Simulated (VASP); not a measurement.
# ZnGe2N (Pmmm) in VASP: a series of runs

Runs on ZnGe2N. Level: PBE. Tasks: single point, relaxation of cell and atoms.

Everything below comes from runs of VASP 6.6.1. Logs are shortened: lines on timing, memory, paths and dates and some standing lists are left out, and cuts for length are marked.

## 1. The cell of the first run

The structure is orthorhombic, space group Pmmm (No. 47). The conventional cell has a = 3.024 Å, b = 3.601 Å, c = 5.803 Å, α = 90.00°, β = 90.00°, γ = 90.00°. Zn (site symmetry mmm) has 4 Ge at 2.39 Å and 2 Zn at 3.02 Å within 3.2 Å. Within 2.7 Å of Ge (site symmetry mm2) lie 2 N at 2.01 Å and 2 Zn at 2.39 Å and 1 Ge at 2.66 Å. Within 2.7 Å of N (site symmetry mmm) lie 4 Ge at 2.01 Å.

The cell was generated, and may not be a known phase.

## 2. Single point, PBE

INCAR

```
SYSTEM = ZnGe2N
PREC = Accurate
ENCUT = 520
EDIFF = 1E-6
ISMEAR = 0
SIGMA = 0.1
LREAL = .False.
LASPH = .True.
NELM = 100
ALGO = Normal
ISIF = 2
LWAVE = .False.
LCHARG = .False.
GGA = PE
NBANDS = 30
```

KPOINTS

```
regular mesh
0
Gamma
  6 6 4
  0 0 0
```

POSCAR

```
ZnGe2N
1.0
    3.0240954200      0.0000000000      0.0000000000
    0.0000000000      3.6011707500      0.0000000000
    0.0000000000      0.0000000000      5.8026202200
Zn Ge N
1 2 1
Direct
    0.0000000000      0.0000000000      0.0000000000
    0.0000000000      0.5000000000      0.2708497900
    0.0000000000      0.5000000000      0.7291502100
    0.5000000000      0.5000000000      0.5000000000
```

Potentials or basis: VASP PAW PBE potentials, release 64 (Zn, Ge_d, N).

Command:

```console
cat potpaw_PBE.64/Zn/POTCAR potpaw_PBE.64/Ge_d/POTCAR potpaw_PBE.64/N/POTCAR > POTCAR
mpirun -np 1 vasp_std > vasp.out
```

OUTCAR:

```text
SYSTEM = ZnGe2N
   PREC = Accurate
   ENCUT = 520
   EDIFF = 1E-6
   ISMEAR = 0
   LREAL = .False.
   LASPH = .True.
   NELM = 100
   ISIF = 2
   GGA = PE

 ion  position               nearest neighbor table
   1  0.000  0.000  0.000-   2 2.39   3 2.39   2 2.39   3 2.39
   2  0.000  0.500  0.271-   4 2.01   4 2.01   1 2.39   1 2.39   3 2.66
   3  0.000  0.500  0.729-   4 2.01   4 2.01   1 2.39   1 2.39   2 2.66
   4  0.500  0.500  0.500-   2 2.01   3 2.01   2 2.01   3 2.01

  LATTYP: Found a simple orthorhombic cell.
 ALAT       =     3.0240954200
 B/A-ratio  =     1.1908257677
 C/A-ratio  =     1.9187953467

  Lattice vectors:

 A1 = (   3.0240954200,   0.0000000000,   0.0000000000)
 A2 = (   0.0000000000,   3.6011707500,   0.0000000000)
 A3 = (   0.0000000000,   0.0000000000,   5.8026202200)

Analysis of symmetry for initial positions (statically):
=====================================================================
 Subroutine PRICEL returns:
 Original cell was already a primitive cell.

 Routine SETGRP: Setting up the symmetry group for a
 simple orthorhombic supercell.

 Subroutine GETGRP returns: Found  8 space group operations
 (whereof  8 operations were pure point group operations)
 out of a pool of  8 trial point group operations.

The static configuration has the point symmetry D_2h.

Analysis of symmetry for dynamics (positions and initial velocities):
=====================================================================
 Subroutine PRICEL returns:
 Original cell was already a primitive cell.

 Routine SETGRP: Setting up the symmetry group for a
 simple orthorhombic supercell.

 Subroutine GETGRP returns: Found  8 space group operations
 (whereof  8 operations were pure point group operations)
 out of a pool of  8 trial point group operations.

The dynamic configuration has the point symmetry D_2h.

 Subroutine INISYM returns: Found  8 space group operations
 (whereof  8 operations are pure point group operations),
 and found     1 'primitive' translations

----------------------------------------------------------------------------------------

                                     Primitive cell

  volume of cell :      63.1922

  direct lattice vectors                    reciprocal lattice vectors
     3.024095420  0.000000000  0.000000000     0.330677396  0.000000000  0.000000000
     0.000000000  3.601170750  0.000000000     0.000000000  0.277687471  0.000000000
     0.000000000  0.000000000  5.802620220     0.000000000  0.000000000  0.172335938

  length of vectors
     3.024095420  3.601170750  5.802620220     0.330677396  0.277687471  0.172335938

  position of ions in fractional coordinates (direct lattice)
     0.000000000  0.000000000  0.000000000
     0.000000000  0.500000000  0.270849790
     0.000000000  0.500000000  0.729150210
     0.500000000  0.500000000  0.500000000

  ion indices of the primitive-cell ions
   primitive index   ion index
                 1           1
                 2           2
                 3           3
                 4           4

----------------------------------------------------------------------------------------

 KPOINTS: regular mesh

Automatic generation of k-mesh.
 Grid dimensions read from file:
 generate k-points for:    6    6    4

 Generating k-lattice:

  Cartesian coordinates                     Fractional coordinates (reciprocal lattice)
     0.055112899  0.000000000  0.000000000     0.166666667  0.000000000  0.000000000
     0.000000000  0.046281245  0.000000000     0.000000000  0.166666667  0.000000000
     0.000000000  0.000000000  0.043083985     0.000000000  0.000000000  0.250000000

  Length of vectors
     0.055112899  0.046281245  0.043083985

  Shift w.r.t. Gamma in fractional coordinates (k-lattice)
     0.000000000  0.000000000  0.000000000

 Subroutine IBZKPT returns following result:
 ===========================================

 Found     48 irreducible k-points:

 Following reciprocal coordinates:
            Coordinates               Weight
  0.000000  0.000000  0.000000      1.000000
  0.166667  0.000000  0.000000      2.000000
  0.333333  0.000000  0.000000      2.000000
  0.500000  0.000000  0.000000      1.000000
  0.000000  0.166667  0.000000      2.000000
  0.166667  0.166667  0.000000      4.000000
[... 16 lines left out ...]
  0.333333  0.166667  0.250000      8.000000
  0.500000  0.166667  0.250000      4.000000
 [... further k-points ...]
   k-points           NKPTS =     48   k-points in BZ     NKDIM =     48   number of bands    NBANDS=     30
   number of dos      NEDOS =    301   number of ions     NIONS =      4
   total plane-waves  NPLWV =  32256
   dimension x,y,z NGX =    24 NGY =   28 NGZ =   48
   dimension x,y,z NGXF=    48 NGYF=   56 NGZF=   96
   ions per type =               1   2   1
   NGX,Y,Z   is equivalent  to a cutoff of  13.19, 12.93, 13.75 a.u.
   NGXF,Y,Z  is equivalent  to a cutoff of  26.39, 25.85, 27.50 a.u.
 SYSTEM =  ZnGe2N
   PREC   = accura    normal or accurate (medium, high low for compatibility)
   ISTART =      0    job   : 0-new  1-cont  2-samecut
   ICHARG =      2    charge: 1-file 2-atom 10-const
   ISPIN  =      1    spin polarized calculation?
   LNONCOLLINEAR =      F non collinear calculations
   LSORBIT =      F    spin-orbit coupling
   LASPH  =      T    aspherical Exc in radial PAW
   ENCUT  =  520.0 eV  38.22 Ry    6.18 a.u.   5.62  6.70 10.79*2*pi/ulx,y,z
   NELM   =    100;   NELMIN=  2; NELMDL= -5     # of ELM steps
   EDIFF  = 0.1E-05   stopping-criterion for ELM
   LREAL  =      F    real-space projection
   EDIFFG = 0.1E-04   stopping-criterion for IOM
   NSW    =      0    number of steps for IOM
   IBRION =     -1    ionic relax: 0-MD 1-quasi-New 2-CG
   NFREE  =      0    steps in history (QN), initial steepest desc. (CG)
   ISIF   =      2    stress and relaxation
   ISYM   =      2    0-nonsym 1-usesym 2-fastsym
   POTIM  = 0.5000    time-step for ionic-motion
   TEBEG  =    0.0;   TEEND  =   0.0 temperature during run
   PSTRESS=    0.0 pullay stress
   NELECT =      45.0000    total number of electrons
   NUPDOWN=      -1.0000    fix difference up-down
   EMIN   =  10.00;   EMAX   =-10.00  energy-range for DOS
   EFERMI =   0.00;   METHOD = LEGACY
   ISMEAR =     0;   SIGMA  =   0.10  broadening in eV -4-tet -1-fermi 0-gaus
   EFERMI_NEDOS =   21; number of points for ismear=-14 and -15
   IALGO  =     38    algorithm
   IMIX   =      4    mixing-type and parameters
     AMIX     =   0.40;   BMIX     =  1.00
     AMIX_MAG =   1.60;   BMIX_MAG =  1.00
  volume/ion in A,a.u.               =      15.80       106.61
  Fermi-wavevector in a.u.,A,eV,Ry     =   1.461923  2.762634 29.078635  2.137219
  Thomas-Fermi vector in A             =   2.578197
   LORBIT       =      0    0 simple, 1 ext, 2 COOP (PROOUT), +10 PAW based schemes
   GGA     = PE    functional components
   LHFCALC =     F    Hartree Fock is set to
   AEXX    =    0.0000 exact exchange contribution
   IVDW    =     0    specifies the selected vdW correction
   LEPSILON=     F    determine dielectric tensor
   LRPA    =     F    only Hartree local field effects (RPA)
 non-spin polarized calculation
 Gauss-broadening in eV      SIGMA  =   0.10
  energy-cutoff  :      520.00
  volume of cell :       63.19
 maximum number of plane-waves:      1722
 NGX is ok and might be reduce to    24
   NGX = 11   NGY = 13   NGZ = 21

 number of electron      44.9999989 magnetization

 Free energy of the ion-electron system (eV)
  ---------------------------------------------------
  ext. energy  EPLUGINS =         0.00000000
  ---------------------------------------------------
  free energy    TOTEN  =       -16.23627593 eV

  energy without entropy =      -16.22619959  energy(sigma->0) =      -16.23123776

 E-fermi :   5.1925     XC(G=0): -10.8899

 val. band max:        5.1529666470   @ k =   0.0000   0.5000   0.5000
 cond. band min:       5.1931207451   @ k =   0.0000   0.1667   0.0000
 fundamental gap:      0.0401540981
 Fermi energy:         5.1925459467

 k-point     1 :       0.0000    0.0000    0.0000
  band No.  band energies     occupation
      1     -20.0389      2.00000
      2     -19.9912      2.00000
      3     -19.9621      2.00000
      4     -19.9576      2.00000
      5     -19.9233      2.00000
      6     -19.9008      2.00000
[... 22 lines left out ...]
     29      11.9103      0.00000
     30      13.5058      0.00000

 k-point     2 :       0.1667    0.0000    0.0000
  band No.  band energies     occupation
      1     -20.0300      2.00000
      2     -20.0212      2.00000
      3     -19.9397      2.00000
      4     -19.9328      2.00000
      5     -19.9218      2.00000
      6     -19.9090      2.00000
[... 22 lines left out ...]
     29      12.5470      0.00000
     30      14.0986      0.00000

 k-point     3 :       0.3333    0.0000    0.0000
  band No.  band energies     occupation
      1     -20.0681      2.00000
      2     -20.0152      2.00000
      3     -19.9346      2.00000
      4     -19.9187      2.00000
      5     -19.8927      2.00000
      6     -19.8857      2.00000
[... 22 lines left out ...]
     29      13.3598      0.00000
     30      13.5668      0.00000

 k-point     4 :       0.5000    0.0000    0.0000
  band No.  band energies     occupation
      1     -20.0892      2.00000
      2     -20.0100      2.00000
      3     -19.9438      2.00000
      4     -19.9171      2.00000
      5     -19.8861      2.00000
      6     -19.8750      2.00000
[... 616 lines left out ...]
     29      12.5603      0.00000
     30      14.1245      0.00000

 k-point    23 :       0.3333    0.1667    0.2500
  band No.  band energies     occupation
      1     -20.0632      2.00000
      2     -19.9998      2.00000
      3     -19.9395      2.00000
      4     -19.9173      2.00000
      5     -19.8886      2.00000
      6     -19.8875      2.00000
[... 22 lines left out ...]
     29      13.2451      0.00000
     30      13.9596      0.00000

 k-point    24 :       0.5000    0.1667    0.2500
  band No.  band energies     occupation
      1     -20.0838      2.00000
      2     -19.9943      2.00000
      3     -19.9491      2.00000
      4     -19.9157      2.00000
      5     -19.8869      2.00000
      6     -19.8772      2.00000
[... 22 lines left out ...]
     29      12.9383      0.00000
     30      13.7740      0.00000

 [... further k-points ...]

------------------------ aborting loop because EDIFF is reached ----------------------------------------

  FORCE on cell =-STRESS in cart. coord.  units (eV):
  Direction    XX          YY          ZZ          XY          YZ          ZX
  --------------------------------------------------------------------------------------
  -------------------------------------------------------------------------------------
  Total       -2.0851834      6.0123102      7.2040848      0.0000000      0.0000000      0.0000000
  in kB      -52.8678304    152.4363734    182.6526782      0.0000000      0.0000000      0.0000000
  external PRESSURE =      94.0737404 kB  Pullay stress =       0.0000000 kB

 VOLUME and BASIS-vectors are now :
 -----------------------------------------------------------------------------
  energy-cutoff  :      520.00
  volume of cell :       63.19
      direct lattice vectors                 reciprocal lattice vectors
     3.024095420  0.000000000  0.000000000     0.330677396  0.000000000  0.000000000
     0.000000000  3.601170750  0.000000000     0.000000000  0.277687471  0.000000000
     0.000000000  0.000000000  5.802620220     0.000000000  0.000000000  0.172335938

 POSITION                                       TOTAL-FORCE (eV/Angst)
 -----------------------------------------------------------------------------------
      0.00000      0.00000      0.00000         0.000000      0.000000      0.000000
      0.00000      1.80059      1.57164         0.000000      0.000000     -0.212555
      0.00000      1.80059      4.23098         0.000000      0.000000      0.212555
      1.51205      1.80059      2.90131         0.000000      0.000000      0.000000
 -----------------------------------------------------------------------------------
    total drift:                                0.000000      0.000000      0.000000

  FREE ENERGIE OF THE ION-ELECTRON SYSTEM (eV)
  ---------------------------------------------------
  free  energy   TOTEN  =       -16.2362759314 eV

  energy  without entropy=      -16.2261995862  energy(sigma->0) =      -16.23123776
```

It took 28 s on 1 thread of Intel Xeon 6975P-C (Granite Rapids), shared host; peak memory 0.23 GiB.

Results:

```
Free energy            : -16.2363 eV
Pressure               : 9.4 GPa
Largest force          : 0.213 eV/Å
Band gap on the k mesh : zero (an odd number of electrons rules out a gap without spin polarisation)
```

Forces on the atoms (eV/Å):
```
Zn   0.000  0.000  0.000
Ge   0.000  0.000 -0.213
Ge   0.000  0.000  0.213
N    0.000  0.000  0.000
```

Stress tensor (GPa, compression positive):
```
-5.29  0.00  0.00
 0.00 15.24  0.00
 0.00  0.00 18.27
```

Caveat: the stress differs along the axes, from -5 to 18 GPa; an odd number of electrons without spin polarisation forces a metal; a magnetic or distorted state may lie lower.

## 3. Single point, PBE

This run uses another cell than the first one, of 17.73 Å³/atom.

INCAR

```
SYSTEM = ZnGe2N
PREC = Accurate ; ENCUT = 520
EDIFF = 1E-6 ; ISMEAR = 0
SIGMA = 0.1 ; LREAL = .FALSE.
LASPH = .TRUE. ; NELM = 80
ALGO = Normal ; ISIF = 2
LWAVE = .FALSE. ; LCHARG = .FALSE.
GGA = PE ; NBANDS = 30
```

KPOINTS

```
regular mesh
0
G
  6 6 4
  0 0 0
```

POSCAR

```
ZnGe2N
1.0
    2.8609179885      0.0000000000      0.0000000000
    0.0000000000      4.0219273383      0.0000000000
    0.0000000000      0.0000000000      6.1618580565
Zn Ge N
1 2 1
Direct
    0.0000000000      0.0000000000      0.0000000000
    0.0000000000      0.5000000000      0.2686001106
    0.0000000000      0.5000000000      0.7313998894
    0.5000000000      0.5000000000      0.5000000000
```

Potentials or basis: VASP PAW PBE potentials, release 64 (Zn, Ge_d, N).

Command:

```console
cat potpaw_PBE.64/Zn/POTCAR potpaw_PBE.64/Ge_d/POTCAR potpaw_PBE.64/N/POTCAR > POTCAR
mpirun -np 1 vasp_std > vasp.out
```

Wall time 30 s (1 thread of Intel Xeon 6975P-C (Granite Rapids), shared host); peak memory 0.24 GiB.

Results (log left out):

```yaml
Free_energy: -16.8094 eV
Pressure: -0.1 GPa
Largest_force: 0.006 eV/Å
Band_gap_on_the_k_mesh: zero (an odd number of electrons rules out a gap without spin polarisation)
```

Forces in eV/Å, atoms in the order of the input:
```
Zn   0.000  0.000  0.000
Ge   0.000  0.000 -0.006
Ge   0.000  0.000  0.006
N    0.000  0.000  0.000
```

Stress tensor (GPa, compression positive):
```
 0.03  0.00  0.00
 0.00  0.07  0.00
 0.00  0.00 -0.30
```

Levels at points of the mesh, in eV from the Fermi level:
| k point | band 19 | band 20 | band 21 | band 22 | band 23 | band 24 | band 25 | band 26 |
| --- | --- | --- | --- | --- | --- | --- | --- | --- |
| (0.00, 0.00, 0.00) | -4.10 | -3.10 | -2.13 | -0.40 | 0.43 | 1.28 | 1.38 | 4.81 |
| (0.50, 0.00, 0.00) | -5.85 | -4.80 | -2.77 | -1.98 | 0.77 | 3.45 | 3.71 | 4.12 |
| (0.00, 0.50, 0.00) | -6.72 | -3.26 | -3.06 | -2.79 | -0.94 | 1.36 | 4.50 | 7.36 |
| (0.50, 0.50, 0.00) | -4.59 | -4.35 | -2.73 | -2.65 | -0.84 | -0.05 | 0.38 | 3.73 |
| (0.00, 0.00, 0.50) | -5.53 | -3.79 | -3.08 | -1.11 | 1.46 | 2.56 | 3.34 | 3.73 |
| (0.50, 0.00, 0.50) | -6.21 | -2.40 | -1.98 | -0.94 | 0.13 | 0.68 | 1.45 | 2.29 |
| (0.00, 0.50, 0.50) | -5.51 | -4.84 | -4.38 | -3.06 | -0.15 | 3.19 | 3.77 | 5.35 |
| (0.50, 0.50, 0.50) | -6.38 | -2.54 | -2.36 | -1.11 | -1.08 | 0.04 | 0.56 | 1.58 |

Caveat: the k points lie up to 0.37 Å⁻¹ apart, too coarse for converged energies and pressures of a metal; an odd number of electrons without spin polarisation forces a metal; a magnetic or distorted state may lie lower.

## 4. Relaxation of cell and atoms, PBE

INCAR

```
PREC = Accurate
ENCUT = 600
EDIFF = 1E-6
ISMEAR = 0
SIGMA = 0.1
LREAL = False
LASPH = True
NELM = 80
ALGO = Normal
ISIF = 3
LWAVE = False
LCHARG = False
GGA = PE
IBRION = 2
NSW = 90
EDIFFG = -0.04
```

KPOINTS

```
regular mesh
0
Gamma
  6 6 4
```

POSCAR

```
ZnGe2N
1.0
    3.0240954200      0.0000000000      0.0000000000
    0.0000000000      3.6011707500      0.0000000000
    0.0000000000      0.0000000000      5.8026202200
Zn Ge N
1 2 1
Direct
    0.0000000000      0.0000000000      0.0000000000
    0.0000000000      0.5000000000      0.2708497900
    0.0000000000      0.5000000000      0.7291502100
    0.5000000000      0.5000000000      0.5000000000
```

Command:

```console
cat potpaw_PBE.64/Zn/POTCAR potpaw_PBE.64/Ge_d/POTCAR potpaw_PBE.64/N/POTCAR > POTCAR
mpirun -np 1 vasp_std > vasp.out
```

Run time: 4.6 min. Hardware: 1 thread of Intel Xeon 6975P-C (Granite Rapids), shared host; peak memory 0.25 GiB.

The run converged. Its results:

* Free energy: -16.8081 eV
* Relaxed volume: 17.74 Å³/atom
* Relaxed cell: a = 2.859 Å, b = 4.037 Å, c = 6.146 Å, α = 90.00°, β = 90.00°, γ = 90.00°
* Space group after relaxing (to 0.1 Å): Pmmm (No. 47)
* Energy gained by relaxing: 142.5 meV/atom
* Ionic steps: 16
* Pressure after relaxing: 0.1 GPa
* Largest force after relaxing: 0.004 eV/Å
* Band gap on the k mesh: zero (an odd number of electrons rules out a gap without spin polarisation)

Forces in eV/Å, atoms in the order of the input:
```
Zn   0.000  0.000  0.000
Ge   0.000  0.000 -0.004
Ge   0.000  0.000  0.004
N    0.000  0.000  0.000
```

Stress tensor (GPa, compression positive):
```
 0.26  0.00  0.00
 0.00 -0.15  0.00
 0.00  0.00  0.08
```

Step by step:
```
step  energy change (eV)  largest force (eV/Å)  pressure (GPa)  volume (Å³)
   1              0.0000                0.2127            9.39        63.19
   2             -0.4869                0.7749           -2.98        71.80
   3             -0.4891                0.7210           -2.41        71.16
   4             -0.5542                0.3717            1.12        69.91
   5             -0.5606                0.1238            0.21        70.19
   6             -0.5606                0.1066            0.08        70.21
   7             -0.5622                0.0542            0.03        70.29
   8             -0.5632                0.0090           -0.03        70.38
   9             -0.5629                0.1245           -0.19        70.56
  10             -0.5634                0.0548           -0.05        70.45
  11             -0.5644                0.0401            0.07        70.47
  12             -0.5671                0.0064            0.14        70.54
  13             -0.5689                0.0701            0.44        70.66
  14             -0.5693                0.0514            0.35        70.61
  15             -0.5694                0.0565            0.44        70.63
  16             -0.5701                0.0038            0.07        70.96
```

Final structure:
```
CELL_PARAMETERS angstrom
2.85939 0.00000 0.00000
0.00000 4.03743 0.00000
0.00000 0.00000 6.14626
ATOMIC_POSITIONS crystal
Zn 0.00000 0.00000 0.00000
Ge 0.00000 0.50000 0.26806
Ge 0.00000 0.50000 0.73194
N 0.50000 0.50000 0.50000
```

Levels at points of the mesh, in eV from the Fermi level:
```tsv
k point	band 18	band 19	band 20	band 21	band 22	band 23	band 24	band 25	band 26	band 27
(0.00, 0.00, 0.00)	-7.09	-4.13	-3.10	-2.11	-0.40	0.38	1.25	1.33	4.77	6.42
(0.50, 0.00, 0.00)	-6.39	-5.83	-4.81	-2.77	-2.00	0.72	3.47	3.69	4.09	4.99
(0.00, 0.50, 0.00)	-7.08	-6.73	-3.26	-3.06	-2.78	-0.93	1.38	4.51	7.37	7.50
(0.50, 0.50, 0.00)	-6.42	-4.59	-4.38	-2.74	-2.65	-0.86	-0.03	0.37	3.75	4.08
(0.00, 0.00, 0.50)	-6.46	-5.53	-3.81	-3.08	-1.16	1.38	2.56	3.32	3.71	4.41
(0.50, 0.00, 0.50)	-6.84	-6.22	-2.37	-1.99	-0.94	0.14	0.70	1.40	2.26	5.53
(0.00, 0.50, 0.50)	-6.06	-5.51	-4.84	-4.39	-3.06	-0.14	3.22	3.78	5.38	6.83
(0.50, 0.50, 0.50)	-6.64	-6.39	-2.54	-2.37	-1.10	-1.07	0.02	0.56	1.59	1.70
```

Caveat: an odd number of electrons without spin polarisation forces a metal; a magnetic or distorted state may lie lower.

(Part 1 of 2 ends here.)

The gap in the log of VASP goes by the Fermi energy; the results here count the filled bands.